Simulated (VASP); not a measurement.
# Si (P1) in VASP: notebook, part 2 of 2

VASP 6.6.1. The steps go on from the part before.

### 4 Single point, PBEsol (atom 1 (Si) moved by +0.000 Å along [0 1 0] and -0.980 Å along [0 0 1])

File INCAR:

```
ALGO = Normal
EDIFF = 1E-7
ENCUT = 520
GGA = PS
ISIF = 2
ISMEAR = 0
LASPH = T
LCHARG = F
LREAL = F
LWAVE = F
NBANDS = 26
NELM = 80
PREC = Accurate
SIGMA = 0.03
```

File KPOINTS:

```
k-points
0
Gamma
  8 8 8
```

File POSCAR:

```
Si
1.0
   -3.3221878745     -3.3221878745      1.9186812122
   -3.3221878745      3.3221878745     -1.9186812122
    3.3221878745     -3.3221878745     -5.7560436367
Si
8
Direct
    0.6425391386      0.5383266589      0.5383266589
    0.6425391386      0.9106347847      0.9106347847
    0.3574608614      0.0893652153      0.0893652153
    0.3574608614      0.5893652153      0.5893652153
    0.0000000000      0.7680956460      0.4106347847
    0.0000000000      0.2680956461      0.9106347847
    0.0000000000      0.7319043540      0.0893652153
    0.0000000000      0.2319043540      0.5893652153
```

Potentials or basis: VASP PAW PBE potentials, release 64 (Si).

Command:

```
> cat potpaw_PBE.64/Si/POTCAR > POTCAR
> mpirun -np 1 vasp_std > vasp.out
```

OUTCAR:

```text
EDIFF = 1E-7
   ENCUT = 520
   GGA = PS
   ISIF = 2
   ISMEAR = 0
   LASPH = T
   LREAL = F
   NELM = 80
   PREC = Accurate

 ion  position               nearest neighbor table
   1  0.643  0.538  0.538-   4 1.64   5 2.57   8 2.57   2 2.86
   2  0.643  0.911  0.911-   3 2.34   4 2.34   7 2.38   6 2.38   1 2.86
   3  0.357  0.089  0.089-   2 2.34   7 2.38   6 2.38
   4  0.357  0.589  0.589-   1 1.64   2 2.34   5 2.38   8 2.38
   5  0.000  0.768  0.411-   8 2.34   7 2.34   4 2.38   1 2.57
   6  0.000  0.268  0.911-   7 2.34   8 2.34   2 2.38   3 2.38
   7  0.000  0.732  0.089-   6 2.34   5 2.34   2 2.38   3 2.38
   8  0.000  0.232  0.589-   5 2.34   6 2.34   4 2.38   1 2.57

[... 911 lines left out ...]
  in kB      116.7395070    119.7007584    112.0715305    131.0472869   -128.2724261   -123.0613518
  external PRESSURE =     116.1705986 kB  Pullay stress =       0.0000000 kB

 VOLUME and BASIS-vectors are now :
 -----------------------------------------------------------------------------
  energy-cutoff  :      520.00
  volume of cell :      169.41
      direct lattice vectors                 reciprocal lattice vectors
    -3.322187874 -3.322187874  1.918681212    -0.150503228 -0.150503228  0.000000000
    -3.322187874  3.322187874 -1.918681212    -0.150503228  0.075251614 -0.130297831
     3.322187874 -3.322187874 -5.756043637     0.000000000 -0.075251614 -0.130297831

 POSITION                                       TOTAL-FORCE (eV/Angst)
 -----------------------------------------------------------------------------------
     -2.13464     -2.13464     -2.89868       -15.948204    -15.825705     17.458012
     -2.13464     -2.13464     -5.75604        -0.106672     -0.113433     -0.519928
     -1.18755     -1.18755      0.00000        -0.188263     -0.208462     -0.983312
     -1.18755     -1.18755     -3.83736        15.280648     15.299600    -14.750831
     -1.18755      1.18755     -3.83736         0.877237      0.445462     -0.811283
      2.13464     -2.13464     -5.75604        -0.057264     -0.341846      0.095438
     -2.13464      2.13464     -1.91868         0.104763      0.088704      0.321920
      1.18755     -1.18755     -3.83736         0.037753      0.655679     -0.810016
 -----------------------------------------------------------------------------------
    total drift:                                0.000004      0.000022      0.000019

  FREE ENERGIE OF THE ION-ELECTRON SYSTEM (eV)
  ---------------------------------------------------
  free  energy   TOTEN  =       -37.2837117750 eV

  energy  without entropy=      -37.2827479303  energy(sigma->0) =      -37.28322985
```

OSZICAR:

```text
N       E                     dE             d eps       ncg     rms          rms(c)
DAV:   1     0.744232749484E+02    0.74423E+02   -0.11931E+04 13520   0.101E+03
DAV:   2    -0.331524289163E+02   -0.10758E+03   -0.99324E+02 16764   0.149E+02
DAV:   3    -0.391918685819E+02   -0.60394E+01   -0.58878E+01 18086   0.324E+01
DAV:   4    -0.393287972820E+02   -0.13693E+00   -0.13654E+00 17304   0.604E+00
DAV:   5    -0.393325751062E+02   -0.37778E-02   -0.37750E-02 17922   0.958E-01    0.111E+01
DAV:   6    -0.375391667783E+02    0.17934E+01   -0.22525E+00 15940   0.759E+00    0.657E+00
DAV:   7    -0.373084132353E+02    0.23075E+00   -0.18744E+00 16038   0.534E+00    0.262E+00
DAV:   8    -0.372845073684E+02    0.23906E-01   -0.12321E-01 17278   0.171E+00    0.879E-01
DAV:   9    -0.372832844422E+02    0.12229E-02   -0.15516E-02 17234   0.568E-01    0.271E-01
DAV:  10    -0.372834846307E+02   -0.20019E-03   -0.14919E-03 16572   0.175E-01    0.149E-01
DAV:  11    -0.372836765504E+02   -0.19192E-03   -0.29833E-04 17402   0.785E-02    0.472E-02
DAV:  12    -0.372837052464E+02   -0.28696E-04   -0.40922E-05 17316   0.316E-02    0.131E-02
DAV:  13    -0.372837108401E+02   -0.55937E-05   -0.95767E-06 15818   0.134E-02    0.372E-03
DAV:  14    -0.372837116813E+02   -0.84126E-06   -0.11733E-06 16924   0.504E-03    0.148E-03
DAV:  15    -0.372837117816E+02   -0.10024E-06   -0.14277E-07 12408   0.183E-03    0.454E-04
DAV:  16    -0.372837117750E+02    0.65293E-08   -0.34037E-08  8274   0.932E-04
   1 F= -.37283712E+02 E0= -.37283230E+02  d E =-.963845E-03
```

It took 8.9 min on 1 thread of AMD EPYC 9R45 (Zen 5), shared host; peak memory 0.79 GiB.

Results:

```yaml
Free_energy: -37.2837 eV
Pressure: 11.6 GPa
Largest_force: 28.453 eV/Å
Band_gap_on_the_k_mesh: zero (bands 16 and 17 overlap by 0.28 eV)
```

Forces on the atoms (eV/Å):
```
Si  -15.948 -15.826  17.458
Si   -0.107  -0.113  -0.520
Si   -0.188  -0.208  -0.983
Si   15.281  15.300 -14.751
Si    0.877   0.445  -0.811
Si   -0.057  -0.342   0.095
Si    0.105   0.089   0.322
Si    0.038   0.656  -0.810
```

Stress tensor (GPa, compression positive):
```
 11.67  13.10 -12.31
 13.10  11.97 -12.83
-12.31 -12.83  11.21
```

Caveat: the cell differs from its parent crystal (atom 1 (Si) moved by +0.000 Å along [0 1 0] and -0.980 Å along [0 0 1]); the cell stands under pressure; semilocal functionals underestimate gaps, and a narrow one can read as zero; the PAW data sets were made with another functional, which shifts forces and pressure a little.

### 5 Overview

| cell | gap on the mesh (eV) | pressure (GPa) | largest force (eV/Å) |
| --- | --- | --- | --- |
| as given, atomic positions A | none | 24.0 | 60.83 |
| as given, atomic positions B | none | 2.7 | 8.69 |
| as given, atomic positions C | none | 11.6 | 28.45 |

Alike in all rows: task single point; level PBEsol; potentials or basis VASP PAW PBE potentials, release 64 (Si); no spin polarisation; k mesh 8 × 8 × 8; cutoff (eV) 520; smearing gaussian 0.03 eV.

Caveats: semilocal functionals underestimate gaps, and a narrow one can read as zero; the PAW data sets were made with another functional, which shifts forces and pressure a little; atoms lie so close that the PAW spheres overlap strongly, which falsifies energies and pressures (at least some runs); the stress differs along the axes, from 7 to 33 GPa (at least some runs); the cell stands under pressure (at least some runs).

Total energies depend on the potentials used, so only differences within one code and one set of settings carry meaning.
